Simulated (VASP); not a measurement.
# GePt (F-43m) in VASP: further runs

GePt is run at these levels: PBE; tasks: relaxation of cell and atoms.

Everything below comes from runs of VASP 6.6.1. Logs are shortened: lines on timing, memory, paths and dates and some standing lists are left out, and cuts for length are marked.

**1. The cell of the first run**

The structure is cubic, space group F-43m (No. 216). Conventional cell: a = 4.915 Å, b = 4.915 Å, c = 4.915 Å, α = 90.00°, β = 90.00°, γ = 90.00°. Ge (site symmetry -43m) has 4 Pt at 2.13 Å within 2.8 Å. Pt (site symmetry -43m) has 4 Ge at 2.13 Å within 2.8 Å.

The cell was built from a structure type or drawn by symmetry, and may not be a known phase.

**2. Relaxation of cell and atoms, PBE**

The input, INCAR:

```
ALGO     = Normal         # electronic algorithm
EDIFF    = 1E-7           # SCF threshold, eV
EDIFFG   = -0.08          # ionic threshold
ENCUT    = 500            # plane-wave cutoff, eV
GGA      = PE             # functional
GGA_COMPAT= False        
IBRION   = 2              # ionic algorithm
ISIF     = 3              # what is computed and relaxed
ISMEAR   = 0              # smearing method
LASPH    = True           # aspherical terms in the spheres
LCHARG   = False          # write CHGCAR
LREAL    = False          # projectors in reciprocal space
LWAVE    = False          # write WAVECAR
NELM     = 120            # most SCF steps
NELMIN   = 4            
NSW      = 36             # ionic steps
PREC     = Accurate       # precision mode
SIGMA    = 0.2            # smearing width, eV
```

The input, KPOINTS:

```
k-points
0
Gamma
  7 7 7
```

The input, POSCAR:

```
GePt
1.0
    0.0000000000      2.4572812000      2.4572812000
    2.4572812000      0.0000000000      2.4572812000
    2.4572812000      2.4572812000      0.0000000000
Ge Pt
1 1
Direct
    0.0000000000      0.0000000000      0.0000000000
    0.2500000000      0.2500000000      0.2500000000
```

Potentials or basis: VASP PAW PBE potentials, release 64 (Ge_d, Pt).

On the command line:

```console
> cat potpaw_PBE.64/Ge_d/POTCAR potpaw_PBE.64/Pt/POTCAR > POTCAR
> mpirun -np 1 vasp_std > vasp.out
```

OUTCAR:

```text
EDIFF = 1E-7
   EDIFFG = -0.08
   ENCUT = 500
   GGA = PE
   IBRION = 2
   ISIF = 3
   ISMEAR = 0
   LASPH = True
   LREAL = False
   NELM = 120
   NELMIN = 4
   NSW = 36
   PREC = Accurate

 ion  position               nearest neighbor table
   1  0.000  0.000  0.000-   2 2.13   2 2.13   2 2.13   2 2.13
   2  0.250  0.250  0.250-   1 2.13   1 2.13   1 2.13   1 2.13

  LATTYP: Found a face centered cubic cell.
 ALAT       =     4.9145624000

  Lattice vectors:

 A1 = (   0.0000000000,   2.4572812000,   2.4572812000)
 A2 = (   2.4572812000,   0.0000000000,   2.4572812000)
 A3 = (   2.4572812000,   2.4572812000,   0.0000000000)

Analysis of symmetry for initial positions (statically):
=====================================================================
 Subroutine PRICEL returns:
 Original cell was already a primitive cell.

 Routine SETGRP: Setting up the symmetry group for a
 face centered cubic supercell.

 Subroutine GETGRP returns: Found 24 space group operations
 (whereof 24 operations were pure point group operations)
 out of a pool of 48 trial point group operations.

The static configuration has the point symmetry T_d .

Analysis of symmetry for dynamics (positions and initial velocities):
=====================================================================
 Subroutine PRICEL returns:
 Original cell was already a primitive cell.

 Routine SETGRP: Setting up the symmetry group for a
 face centered cubic supercell.

 Subroutine GETGRP returns: Found 24 space group operations
 (whereof 24 operations were pure point group operations)
 out of a pool of 48 trial point group operations.

The dynamic configuration has the point symmetry T_d .

 Subroutine INISYM returns: Found 24 space group operations
 (whereof 24 operations are pure point group operations),
 and found     1 'primitive' translations

----------------------------------------------------------------------------------------

                                     Primitive cell

  volume of cell :      29.6753

  direct lattice vectors                    reciprocal lattice vectors
     0.000000000  2.457281200  2.457281200    -0.203476916  0.203476916  0.203476916
     2.457281200  0.000000000  2.457281200     0.203476916 -0.203476916  0.203476916
     2.457281200  2.457281200  0.000000000     0.203476916  0.203476916 -0.203476916

  length of vectors
     3.475120400  3.475120400  3.475120400     0.352432356  0.352432356  0.352432356

  position of ions in fractional coordinates (direct lattice)
     0.000000000  0.000000000  0.000000000
[... 34 lines left out ...]
            Coordinates               Weight
  0.000000  0.000000  0.000000      1.000000
  0.142857  0.000000  0.000000      8.000000
  0.285714  0.000000  0.000000      8.000000
  0.428571  0.000000  0.000000      8.000000
  0.142857  0.142857  0.000000      6.000000
  0.285714  0.142857  0.000000     24.000000
[... 12 lines left out ...]
 -0.428571  0.428571  0.142857     24.000000
 -0.285714  0.428571  0.142857     24.000000
   k-points           NKPTS =     20   k-points in BZ     NKDIM =     20   number of bands    NBANDS=     16
   number of dos      NEDOS =    301   number of ions     NIONS =      2
   total plane-waves  NPLWV =  21952
   dimension x,y,z NGX =    28 NGY =   28 NGZ =   28
   dimension x,y,z NGXF=    56 NGYF=   56 NGZF=   56
   ions per type =               1   1
   NGX,Y,Z   is equivalent  to a cutoff of  13.39, 13.39, 13.39 a.u.
   NGXF,Y,Z  is equivalent  to a cutoff of  26.79, 26.79, 26.79 a.u.
 SYSTEM =  unknown system
   PREC   = accura    normal or accurate (medium, high low for compatibility)
   ISTART =      0    job   : 0-new  1-cont  2-samecut
   ICHARG =      2    charge: 1-file 2-atom 10-const
   ISPIN  =      1    spin polarized calculation?
   LNONCOLLINEAR =      F non collinear calculations
   LSORBIT =      F    spin-orbit coupling
   LASPH  =      T    aspherical Exc in radial PAW
   ENCUT  =  500.0 eV  36.75 Ry    6.06 a.u.   6.34  6.34  6.34*2*pi/ulx,y,z
   NELM   =    120;   NELMIN=  4; NELMDL= -5     # of ELM steps
   EDIFF  = 0.1E-06   stopping-criterion for ELM
   LREAL  =      F    real-space projection
   EDIFFG = -.8E-01   stopping-criterion for IOM
   NSW    =     36    number of steps for IOM
   IBRION =      2    ionic relax: 0-MD 1-quasi-New 2-CG
   NFREE  =      1    steps in history (QN), initial steepest desc. (CG)
   ISIF   =      3    stress and relaxation
   ISYM   =      2    0-nonsym 1-usesym 2-fastsym
   POTIM  = 0.5000    time-step for ionic-motion
   TEBEG  =    0.0;   TEEND  =   0.0 temperature during run
   PSTRESS=    0.0 pullay stress
   NELECT =      24.0000    total number of electrons
   NUPDOWN=      -1.0000    fix difference up-down
   EMIN   =  10.00;   EMAX   =-10.00  energy-range for DOS
   EFERMI =   0.00;   METHOD = LEGACY
   ISMEAR =     0;   SIGMA  =   0.20  broadening in eV -4-tet -1-fermi 0-gaus
   EFERMI_NEDOS =   21; number of points for ismear=-14 and -15
   IALGO  =     38    algorithm
   IMIX   =      4    mixing-type and parameters
     AMIX     =   0.40;   BMIX     =  1.00
     AMIX_MAG =   1.60;   BMIX_MAG =  1.00
  volume/ion in A,a.u.               =      14.84       100.13
  Fermi-wavevector in a.u.,A,eV,Ry     =   1.525271  2.882345 31.653302  2.326452
  Thomas-Fermi vector in A             =   2.633464
   LORBIT       =      0    0 simple, 1 ext, 2 COOP (PROOUT), +10 PAW based schemes
   GGA     = PE    functional components
   LHFCALC =     F    Hartree Fock is set to
   AEXX    =    0.0000 exact exchange contribution
   IVDW    =     0    specifies the selected vdW correction
   LEPSILON=     F    determine dielectric tensor
   LRPA    =     F    only Hartree local field effects (RPA)
 conjugate gradient relaxation of ions
 non-spin polarized calculation
 Gauss-broadening in eV      SIGMA  =   0.20
  energy-cutoff  :      500.00
  volume of cell :       29.68
 maximum number of plane-waves:       769
 NGX is ok and might be reduce to    28
   NGX = 13   NGY = 13   NGZ = 13

--------------------------------------- Ionic step        1  -------------------------------------------

 number of electron      23.9999994 magnetization

 Free energy of the ion-electron system (eV)
  ---------------------------------------------------
  ext. energy  EPLUGINS =         0.00000000
  ---------------------------------------------------
  free energy    TOTEN  =        -7.51231040 eV

  energy without entropy =       -7.49697551  energy(sigma->0) =       -7.50464295

 E-fermi :  11.0922     XC(G=0): -12.6795

 val. band max:       10.8273114085   @ k =  -0.2857   0.2857   0.0000
 cond. band min:      11.1009418002   @ k =   0.4286   0.2857   0.1429
 fundamental gap:      0.2736303916
 Fermi energy:        11.0922429160
[... 1331 lines left out ...]
--------------------------------------- Ionic step        6  -------------------------------------------

 number of electron      23.9999997 magnetization

 Free energy of the ion-electron system (eV)
  ---------------------------------------------------
  ext. energy  EPLUGINS =         0.00000000
  ---------------------------------------------------
  free energy    TOTEN  =       -10.98348189 eV

  energy without entropy =      -10.95873294  energy(sigma->0) =      -10.97110741

 E-fermi :   5.4112     XC(G=0): -10.4458

 val. band max:        5.3402913681   @ k =   0.4286   0.2857   0.1429
 cond. band min:       5.4760383326   @ k =  -0.4286   0.2857   0.0000
 fundamental gap:      0.1357469646
 Fermi energy:         5.4112007663
[... 407 lines left out ...]
  FREE ENERGIE OF THE ION-ELECTRON SYSTEM (eV)
  ---------------------------------------------------
  free  energy   TOTEN  =       -10.9834818872 eV

  energy  without entropy=      -10.9587329411  energy(sigma->0) =      -10.97110741

 reached required accuracy - stopping structural energy minimisation
```

CONTCAR:

```text
GePt
   1.00000000000000
    -0.0000000000000000    2.8152463198704298    2.8152463198704298
     2.8152463198704298    0.0000000000000000    2.8152463198704298
     2.8152463198704298    2.8152463198704298   -0.0000000000000000
  Ge              Pt
     1     1
Direct
     0.0000000000000000    0.0000000000000000    0.0000000000000000
     0.2500000000000000    0.2500000000000000    0.2500000000000000

  0.00000000E+00  0.00000000E+00  0.00000000E+00
  0.00000000E+00  0.00000000E+00  0.00000000E+00
```

Wall time 38 s (1 thread of Intel Xeon 6975P-C (Granite Rapids), shared host); peak memory 0.16 GiB.

What came out:

- Free energy: -10.9835 eV
- Relaxed volume: 22.31 Å³/atom
- Relaxed cell: a = 3.981 Å, b = 3.981 Å, c = 3.981 Å, α = 60.00°, β = 60.00°, γ = 60.00°
- Space group after relaxing (to 0.1 Å): F-43m (No. 216)
- Pressure after relaxing: -0.3 GPa
- Band gap on the k mesh: zero (bands 12 and 13 overlap by 5.14 eV)

Final structure:
```yaml
crystal:
  lattice:
    - [0.00000, 2.81525, 2.81525]
    - [2.81525, 0.00000, 2.81525]
    - [2.81525, 2.81525, 0.00000]
  atoms:
    - { symbol: Ge, position: [0.00000, 0.00000, 0.00000] }
    - { symbol: Pt, position: [0.25000, 0.25000, 0.25000] }
```

Caveat: the volume moved by over 15 % at a fixed basis, so the end points are rough; spin-orbit coupling is left out, which moves the levels of the heavy elements.

**3. Relaxation of cell and atoms, PBE**

This run uses another cell than the first one, of 19.00 Å³/atom.

The input, INCAR:

```
PREC = Accurate
ENCUT = 500
EDIFF = 1E-7
ISMEAR = 0
SIGMA = 0.2
LREAL = F
LASPH = T
NELM = 120
ALGO = Normal
ISIF = 3
LWAVE = F
LCHARG = F
GGA = PE
IBRION = 2
NSW = 36
EDIFFG = -0.08
GGA_COMPAT = F
NELMIN = 4
```

The input, KPOINTS:

```
regular mesh
0
Gamma
  6 6 6
```

The input, POSCAR:

```
GePt
1.0
    0.0000000000      2.6682954400      2.6682954400
    2.6682954400      0.0000000000      2.6682954400
    2.6682954400      2.6682954400      0.0000000000
Ge Pt
1 1
Direct
    0.0000000000      0.0000000000      0.0000000000
    0.7500000000      0.7500000000      0.7500000000
```

Potentials or basis: VASP PAW PBE potentials, release 64 (Ge_d, Pt).

On the command line:

```console
> cat potpaw_PBE.64/Ge_d/POTCAR potpaw_PBE.64/Pt/POTCAR > POTCAR
> mpirun -np 1 vasp_std > vasp.out
```

OUTCAR:

```text
PREC = Accurate
   ENCUT = 500
   EDIFF = 1E-7
   ISMEAR = 0
   LREAL = F
   LASPH = T
   NELM = 120
   ISIF = 3
   GGA = PE
   IBRION = 2
   NSW = 36
   EDIFFG = -0.08
   NELMIN = 4

 ion  position               nearest neighbor table
   1  0.000  0.000  0.000-   2 2.31   2 2.31   2 2.31   2 2.31
   2  0.750  0.750  0.750-   1 2.31   1 2.31   1 2.31   1 2.31

  LATTYP: Found a face centered cubic cell.
 ALAT       =     5.3365908800

  Lattice vectors:

 A1 = (   0.0000000000,   2.6682954400,   2.6682954400)
 A2 = (   2.6682954400,   0.0000000000,   2.6682954400)
 A3 = (   2.6682954400,   2.6682954400,   0.0000000000)

Analysis of symmetry for initial positions (statically):
=====================================================================
 Subroutine PRICEL returns:
 Original cell was already a primitive cell.

 Routine SETGRP: Setting up the symmetry group for a
 face centered cubic supercell.

 Subroutine GETGRP returns: Found 24 space group operations
 (whereof 24 operations were pure point group operations)
 out of a pool of 48 trial point group operations.

The static configuration has the point symmetry T_d .

Analysis of symmetry for dynamics (positions and initial velocities):
=====================================================================
 Subroutine PRICEL returns:
 Original cell was already a primitive cell.

 Routine SETGRP: Setting up the symmetry group for a
 face centered cubic supercell.

 Subroutine GETGRP returns: Found 24 space group operations
 (whereof 24 operations were pure point group operations)
 out of a pool of 48 trial point group operations.

The dynamic configuration has the point symmetry T_d .

 Subroutine INISYM returns: Found 24 space group operations
 (whereof 24 operations are pure point group operations),
 and found     1 'primitive' translations

[... 107 lines left out ...]
  Fermi-wavevector in a.u.,A,eV,Ry     =   1.404650  2.654403 26.844846  1.973040
  Thomas-Fermi vector in A             =   2.527190
   LORBIT       =      0    0 simple, 1 ext, 2 COOP (PROOUT), +10 PAW based schemes
   GGA     = PE    functional components
   LHFCALC =     F    Hartree Fock is set to
   AEXX    =    0.0000 exact exchange contribution
   IVDW    =     0    specifies the selected vdW correction
   LEPSILON=     F    determine dielectric tensor
   LRPA    =     F    only Hartree local field effects (RPA)
 conjugate gradient relaxation of ions
 non-spin polarized calculation
 Gauss-broadening in eV      SIGMA  =   0.20
  energy-cutoff  :      500.00
  volume of cell :       38.00
 maximum number of plane-waves:       982
   NGX = 13   NGY = 13   NGZ = 13

--------------------------------------- Ionic step        1  -------------------------------------------

 number of electron      23.9999998 magnetization

 Free energy of the ion-electron system (eV)
  ---------------------------------------------------
  ext. energy  EPLUGINS =         0.00000000
  ---------------------------------------------------
  free energy    TOTEN  =       -10.56533730 eV

  energy without entropy =      -10.54758370  energy(sigma->0) =      -10.55646050

------------------------ aborting loop because EDIFF is reached ----------------------------------------

  FORCE on cell =-STRESS in cart. coord.  units (eV):
  Direction    XX          YY          ZZ          XY          YZ          ZX
  --------------------------------------------------------------------------------------
  -------------------------------------------------------------------------------------
  Total        5.6603664      5.6603664      5.6603664      0.0000000      0.0000000     -0.0000000
  in kB      238.6840455    238.6840455    238.6840455      0.0000000      0.0000000     -0.0000000
  external PRESSURE =     238.6840455 kB  Pullay stress =       0.0000000 kB
[... 23 lines left out ...]
--------------------------------------- Ionic step        2  -------------------------------------------

 number of electron      23.9999991 magnetization

 E-fermi :   3.3281     XC(G=0):  -9.3303

 val. band max:        3.2606379758   @ k =  -0.3333   0.3333   0.1667
 cond. band min:       3.3535159986   @ k =   0.3333   0.1667   0.0000
 fundamental gap:      0.0928780228
 Fermi energy:         3.3280950612

 k-point     1 :       0.0000    0.0000    0.0000
  band No.  band energies     occupation
      1     -21.3108      2.00000
      2     -21.3108      2.00000
      3     -21.3108      2.00000
      4     -21.3002      2.00000
      5     -21.3002      2.00000
      6      -6.1754      2.00000
[... 364 lines left out ...]
--------------------------------------- Ionic step        4  -------------------------------------------

 number of electron      23.9999997 magnetization

 Free energy of the ion-electron system (eV)
  ---------------------------------------------------
  ext. energy  EPLUGINS =         0.00000000
  ---------------------------------------------------
  free energy    TOTEN  =       -10.98225986 eV

  energy without entropy =      -10.95799166  energy(sigma->0) =      -10.97012576

 E-fermi :   5.5462     XC(G=0): -10.4443

 val. band max:        5.3190564784   @ k =  -0.3333   0.3333   0.1667
 cond. band min:       5.5914722763   @ k =   0.3333   0.3333   0.0000
 fundamental gap:      0.2724157979
 Fermi energy:         5.5461682791

 k-point     1 :       0.0000    0.0000    0.0000
  band No.  band energies     occupation
      1     -19.1674      2.00000
      2     -19.1674      2.00000
      3     -19.1674      2.00000
      4     -19.1454      2.00000
      5     -19.1454      2.00000
      6      -5.3200      2.00000
[... 322 lines left out ...]
  FREE ENERGIE OF THE ION-ELECTRON SYSTEM (eV)
  ---------------------------------------------------
  free  energy   TOTEN  =       -10.9822598633 eV

  energy  without entropy=      -10.9579916576  energy(sigma->0) =      -10.97012576

 reached required accuracy - stopping structural energy minimisation
```

OSZICAR:

```text
N       E                     dE             d eps       ncg     rms          rms(c)
DAV:   1     0.150479430665E+03    0.15048E+03   -0.12341E+04   576   0.341E+03
DAV:   2     0.263519224693E+01   -0.14784E+03   -0.14374E+03   560   0.582E+02
DAV:   3    -0.106796678302E+02   -0.13315E+02   -0.13287E+02   592   0.114E+02
[... 42 lines left out ...]
DAV:   4    -0.109822892244E+02    0.54809E-03   -0.89177E-04   576   0.457E-01    0.444E-02
DAV:   5    -0.109822662868E+02    0.22938E-04   -0.17441E-04   648   0.273E-01    0.947E-03
DAV:   6    -0.109822599244E+02    0.63624E-05   -0.24620E-05   640   0.953E-02    0.599E-03
DAV:   7    -0.109822598166E+02    0.10774E-06   -0.11112E-06   560   0.102E-02    0.104E-03
DAV:   8    -0.109822598633E+02   -0.46698E-07   -0.23869E-08   264   0.227E-03
   4 F= -.10982260E+02 E0= -.10970126E+02  d E =-.416923E+00
```

Run time: 26 s. Hardware: 1 thread of Intel Xeon 6975P-C (Granite Rapids), shared host; peak memory 0.16 GiB.

Results:

- Free energy: -10.9823 eV
- Relaxed volume: 22.32 Å³/atom
- Relaxed cell: a = 3.982 Å, b = 3.982 Å, c = 3.982 Å, α = 60.00°, β = 60.00°, γ = 60.00°
- Space group after relaxing (to 0.1 Å): F-43m (No. 216)
- Energy gained by relaxing: 208.5 meV/atom
- Ionic steps: 4
- Pressure after relaxing: -0.2 GPa
- Band gap on the k mesh: zero (bands 12 and 13 overlap by 4.95 eV)

Step by step:
| step | energy change (eV) | largest force (eV/Å) | pressure (GPa) | volume (Å³) |
| --- | --- | --- | --- | --- |
| 1 | 0.0000 | 0.0000 | 23.87 | 38.00 |
| 2 | 0.1383 | 0.0000 | -12.51 | 55.78 |
| 3 | -0.4160 | 0.0000 | -0.81 | 44.92 |
| 4 | -0.4169 | 0.0000 | -0.18 | 44.64 |

Final structure:
```
Ge Pt
1.0
     0.00000    2.81564    2.81564
     2.81564    0.00000    2.81564
     2.81564    2.81564    0.00000
Ge Pt
1 1
Cartesian
  0.0000 0.0000 0.0000
  4.2235 4.2235 4.2235
```

Caveat: the volume moved by over 15 % at a fixed basis, so the end points are rough; spin-orbit coupling is left out, which moves the levels of the heavy elements.
